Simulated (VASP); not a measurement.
# CrO2 (P-3m1) in VASP: notebook, part 2 of 2

VASP 6.6.1.

### Step 3. Single point, PBE, collinear spin, ferromagnetic start (12.70 Å³/atom)

This run uses another cell than the first one, of 12.70 Å³/atom.

The input, INCAR:

```
SYSTEM = CrO2
PREC     = Accurate       ! precision mode
ENCUT    = 700            ! plane-wave cutoff, eV
EDIFF    = 1E-6           ! SCF threshold, eV
ISMEAR   = 0              ! smearing method
SIGMA    = 0.05           ! smearing width, eV
LREAL    = .FALSE.        ! projectors in reciprocal space
LASPH    = .TRUE.         ! aspherical terms in the spheres
NELM     = 200            ! most SCF steps
ALGO     = Normal         ! electronic algorithm
ISIF     = 2              ! what is computed and relaxed
LWAVE    = .FALSE.        ! write WAVECAR
LCHARG   = .TRUE.         ! write CHGCAR
ISPIN    = 2              ! spin polarisation
MAGMOM   = 1.92 0 0       ! initial moments
LORBIT   = 11             ! projections on sites
LMAXMIX  = 4              ! l up to which the mixer works
GGA      = PE             ! functional
LELF     = .TRUE.         ! ELF
LVHAR    = .TRUE.       
NBANDS   = 24             ! bands
GGA_COMPAT= .FALSE.
```

The input, KPOINTS:

```
regular mesh
0
G
  14 14 6
  0 0 0
```

The input, POSCAR:

```
CrO2
1.0
    2.8910106080      0.0000000000      0.0000000000
   -1.4455053040      2.5036886291      0.0000000000
    0.0000000000      0.0000000000      5.2649799546
Cr O
1 2
Direct
    0.0000000000      0.0000000000      0.0000000000
    0.3333333333      0.6666666667      0.1802664792
    0.6666666667      0.3333333333      0.8197335208
```

Potentials or basis: VASP PAW PBE potentials, release 64 (Cr_sv, O).

Started as:

```console
$ cat potpaw_PBE.64/Cr_sv/POTCAR potpaw_PBE.64/O/POTCAR > POTCAR
$ mpirun -np 1 vasp_std > vasp.out
```

OUTCAR:

```text
SYSTEM = CrO2
   PREC = Accurate
   ENCUT = 700
   EDIFF = 1E-6
   ISMEAR = 0
   LREAL = .FALSE.
   LASPH = .TRUE.
   NELM = 200
   ISIF = 2
   ISPIN = 2
   LORBIT = 11
   GGA = PE

 ion  position               nearest neighbor table
   1  0.000  0.000  0.000-   2 1.92   3 1.92   2 1.92   3 1.92   3 1.92   2 1.92
   2  0.333  0.667  0.180-   1 1.92   1 1.92   1 1.92
   3  0.667  0.333  0.820-   1 1.92   1 1.92   1 1.92

  LATTYP: Found a hexagonal cell.
 ALAT       =     2.8910106080
 C/A-ratio  =     1.8211555295

  Lattice vectors:

 A1 = (   2.8910106080,   0.0000000000,   0.0000000000)
 A2 = (  -1.4455053040,   2.5036886291,   0.0000000000)
 A3 = (   0.0000000000,   0.0000000000,   5.2649799546)

Analysis of symmetry for initial positions (statically):
=====================================================================
 Subroutine PRICEL returns:
 Original cell was already a primitive cell.

 Routine SETGRP: Setting up the symmetry group for a
[... 1493 lines left out ...]

 [... further k-points ...]

------------------------ aborting loop because EDIFF is reached ----------------------------------------

  FORCE on cell =-STRESS in cart. coord.  units (eV):
  Direction    XX          YY          ZZ          XY          YZ          ZX
  --------------------------------------------------------------------------------------
  -------------------------------------------------------------------------------------
  Total       -0.0173344     -0.0173344     -0.1028961      0.0000000      0.0000000      0.0000000
  in kB       -0.7287757     -0.7287757     -4.3259627      0.0000000      0.0000000      0.0000000
  external PRESSURE =      -1.9278381 kB  Pullay stress =       0.0000000 kB

 VOLUME and BASIS-vectors are now :
 -----------------------------------------------------------------------------
  energy-cutoff  :      700.00
  volume of cell :       38.11
      direct lattice vectors                 reciprocal lattice vectors
     2.891010608  0.000000000  0.000000000     0.345899803  0.199705344  0.000000000
    -1.445505304  2.503688629  0.000000000     0.000000000  0.399410689  0.000000000
     0.000000000  0.000000000  5.264979955     0.000000000  0.000000000  0.189934246

 POSITION                                       TOTAL-FORCE (eV/Angst)
 -----------------------------------------------------------------------------------
      0.00000      0.00000      0.00000         0.000000      0.000000      0.000000
     -0.00000      1.66913      0.94910         0.000000      0.000000     -0.013083
      1.44551      0.83456      4.31588        -0.000000      0.000000      0.013083
 -----------------------------------------------------------------------------------
    total drift:                               -0.000000      0.000000      0.000000

  FREE ENERGIE OF THE ION-ELECTRON SYSTEM (eV)
  ---------------------------------------------------
  free  energy   TOTEN  =       -24.8810276295 eV

  energy  without entropy=      -24.8789576810  energy(sigma->0) =      -24.87999266

 total charge

# of ion       s       p       d       tot
------------------------------------------
    1        2.152   6.047   3.401  11.600
    2        1.576   3.428   0.000   5.005
    3        1.576   3.428   0.000   5.005
--------------------------------------------------
tot          5.305  12.904   3.401  21.610

 magnetization (x)

# of ion       s       p       d       tot
------------------------------------------
    1        0.014   0.008   1.911   1.933
    2        0.000  -0.058   0.000  -0.058
    3        0.000  -0.058   0.000  -0.058
--------------------------------------------------
tot          0.014  -0.108   1.911   1.817
```

OSZICAR:

```text
N       E                     dE             d eps       ncg     rms          rms(c)
DAV:   1     0.326525539995E+03    0.32653E+03   -0.15998E+04 15528   0.155E+03
DAV:   2    -0.966396226832E+01   -0.33619E+03   -0.31768E+03 12456   0.464E+02
DAV:   3    -0.307497253324E+02   -0.21086E+02   -0.20664E+02 16680   0.130E+02
DAV:   4    -0.325182154067E+02   -0.17685E+01   -0.17544E+01 21728   0.317E+01
DAV:   5    -0.325396793662E+02   -0.21464E-01   -0.21451E-01 15944   0.336E+00    0.272E+01
DAV:   6    -0.306862822776E+02    0.18534E+01   -0.80751E+01 18296   0.114E+02    0.492E+01
DAV:   7    -0.253545699200E+02    0.53317E+01   -0.78040E+01 17592   0.981E+01    0.993E+00
DAV:   8    -0.248539327547E+02    0.50064E+00   -0.21275E+00 18832   0.194E+01    0.408E+00
DAV:   9    -0.248930765490E+02   -0.39144E-01   -0.36681E-01 20872   0.643E+00    0.232E+00
DAV:  10    -0.248793289903E+02    0.13748E-01   -0.69658E-02 21048   0.343E+00    0.112E+00
DAV:  11    -0.248816529991E+02   -0.23240E-02   -0.41852E-03 16376   0.693E-01    0.663E-01
DAV:  12    -0.248814733264E+02    0.17967E-03   -0.25388E-03 19136   0.732E-01    0.290E-01
DAV:  13    -0.248810672849E+02    0.40604E-03   -0.11404E-03 18216   0.442E-01    0.139E-01
DAV:  14    -0.248810431833E+02    0.24102E-04   -0.18304E-04 19384   0.129E-01    0.559E-02
DAV:  15    -0.248810286091E+02    0.14574E-04   -0.40446E-05 19488   0.651E-02    0.277E-02
DAV:  16    -0.248810276295E+02    0.97962E-06   -0.97169E-06 15168   0.307E-02
   1 F= -.24881028E+02 E0= -.24879993E+02  d E =-.206995E-02  mag=     2.0000
```

Wall time 7.7 min (1 thread of Intel Xeon Platinum 8488C (Sapphire Rapids), shared host); peak memory 0.4 GiB.

What came out:

```
Free energy                                           : -24.8810 eV
Pressure                                              : -0.2 GPa
Largest force                                         : 0.013 eV/Å
Band gap on the k mesh                                : zero (filled and empty bands overlap)
Net moment                                            : 2.00 μB per cell
Site moments                                          : Cr +1.93; O -0.06 μB
Valence electrons inside the program's atomic spheres : Cr 11.60; O 5.00
```

Forces in eV/Å, atoms in the order of the input:
```
Cr   0.000  0.000  0.000
O    0.000  0.000 -0.013
O    0.000  0.000  0.013
```

Stress tensor (GPa, compression positive):
```
-0.07  0.00  0.00
 0.00 -0.07  0.00
 0.00  0.00 -0.43
```

Caveat: a cell with one magnetic atom can't hold antiferromagnetic order, which such compounds often take; semilocal functionals often make such compounds metallic where correlation or magnetic order opens a gap, which also shifts bond lengths. With open d or f shells a metallic result of PBE can be an artefact of self-interaction; +U or a hybrid may open a gap.

### Step 4. Single point, PBE, collinear spin, ferromagnetic start (12.44 Å³/atom)

This run uses another cell than the first one, of 12.44 Å³/atom.

The input, INCAR:

```
PREC     = Accurate       # precision mode
ENCUT    = 700            # plane-wave cutoff, eV
EDIFF    = 1E-6           # SCF threshold, eV
ISMEAR   = 0              # smearing method
SIGMA    = 0.05           # smearing width, eV
LREAL    = F              # projectors in reciprocal space
LASPH    = T              # aspherical terms in the spheres
NELM     = 200            # most SCF steps
ALGO     = Normal         # electronic algorithm
ISIF     = 2              # what is computed and relaxed
LWAVE    = F              # write WAVECAR
LCHARG   = F              # write CHGCAR
ISPIN    = 2              # spin polarisation
MAGMOM   = 1.91 0 0       # initial moments
LORBIT   = 11             # projections on sites
LMAXMIX  = 4              # l up to which the mixer works
GGA      = PE             # functional
NBANDS   = 24             # bands
GGA_COMPAT= F
```

The input, KPOINTS:

```
regular mesh
0
Gamma
  14 14 6
```

The input, POSCAR:

```
CrO2
1.0
    2.8914321860      0.0000000000      0.0000000000
   -1.4457160930      2.5040537264      0.0000000000
    0.0000000000      0.0000000000      5.1560275319
Cr O
1 2
Direct
    0.0000000000      0.0000000000      0.0000000000
    0.3333333333      0.6666666667      0.1841041257
    0.6666666667      0.3333333333      0.8158958743
```

Started as:

```console
$ cat potpaw_PBE.64/Cr_sv/POTCAR potpaw_PBE.64/O/POTCAR > POTCAR
$ mpirun -np 1 vasp_std > vasp.out
```

Wall time 3 min (1 thread of Intel Xeon 6975P-C (Granite Rapids), shared host); peak memory 0.4 GiB.

Results (log left out):

```yaml
Free_energy: -24.8804 eV
Pressure: -0.2 GPa
Largest_force: 0.022 eV/Å
Band_gap_on_the_k_mesh: zero (filled and empty bands overlap)
Net_moment: 2.00 μB per cell
Site_moments: Cr +1.93; O -0.06 μB
Valence_electrons_inside_the_program's_atomic_spheres: Cr 11.60; O 5.00
```

Forces on the atoms (eV/Å):
```
Cr   0.000  0.000  0.000
O    0.000  0.000 -0.022
O    0.000  0.000  0.022
```

Stress tensor (GPa, compression positive):
```
-0.15  0.00  0.00
 0.00 -0.15  0.00
 0.00  0.00 -0.41
```

Levels at points of the mesh, in eV from the Fermi level:
Spin up:
| k point | band 11 | band 12 | band 13 | band 14 | band 15 | band 16 | band 17 | band 18 |
| --- | --- | --- | --- | --- | --- | --- | --- | --- |
| (0.00, 0.00, 0.00) | -1.65 | -1.65 | -1.32 | -1.32 | 0.65 | 3.68 | 3.68 | 6.40 |
| (0.50, 0.00, 0.00) | -3.02 | -2.38 | -0.73 | -0.59 | -0.06 | 3.01 | 3.53 | 11.17 |
| (0.00, 0.00, 0.50) | -1.66 | -1.66 | -1.32 | -1.32 | 0.78 | 3.70 | 3.70 | 8.07 |
| (0.50, 0.00, 0.50) | -2.99 | -2.13 | -0.76 | -0.59 | -0.10 | 3.00 | 3.51 | 10.58 |
Spin down:
```
           k point  band 8  band 9  band 10  band 11  band 12  band 13  band 14  band 15  band 16  band 17
(0.00, 0.00, 0.00)   -5.24   -5.24    -1.84    -1.72    -1.72     1.09     1.09     2.57     4.58     4.58
(0.50, 0.00, 0.00)   -4.53   -4.43    -3.38    -3.03    -2.45     1.27     1.97     2.12     4.03     4.48
(0.00, 0.00, 0.50)   -5.24   -5.13    -2.50    -1.73    -1.73     1.09     1.09     2.64     4.59     4.59
(0.50, 0.00, 0.50)   -4.67   -4.45    -3.32    -3.00    -2.19     1.25     1.97     2.11     4.02     4.46
```

Caveat: a cell with one magnetic atom can't hold antiferromagnetic order, which such compounds often take; semilocal functionals often make such compounds metallic where correlation or magnetic order opens a gap, which also shifts bond lengths. With open d or f shells a metallic result of PBE can be an artefact of self-interaction; +U or a hybrid may open a gap.

### Step 5. The runs side by side

```csv
cell,gap on the mesh (eV),pressure (GPa),moment (μB),largest force (eV/Å)
"a = 2.890, b = 2.890, c = 5.080 Å, angles 90.0, 90.0, 120.0°, 3 atoms, atomic positions A",none,-0.1,2.00,0.02
"a = 2.891, b = 2.891, c = 5.265 Å, angles 90.0, 90.0, 120.0°, 3 atoms, atomic positions B",none,-0.2,2.00,0.01
"a = 2.891, b = 2.891, c = 5.156 Å, angles 90.0, 90.0, 120.0°, 3 atoms, atomic positions C",none,-0.2,2.00,0.02
```

Alike in all rows: task single point; level PBE; potentials or basis VASP PAW PBE potentials, release 64 (Cr_sv, O); spin collinear, ferromagnetic start; k mesh 14 × 14 × 6; cutoff (eV) 700; smearing gaussian 0.05 eV.

Caveats: a cell with one magnetic atom can't hold antiferromagnetic order, which such compounds often take; semilocal functionals often make such compounds metallic where correlation or magnetic order opens a gap, which also shifts bond lengths.

Absolute energies hang on the potentials; compare differences alone.
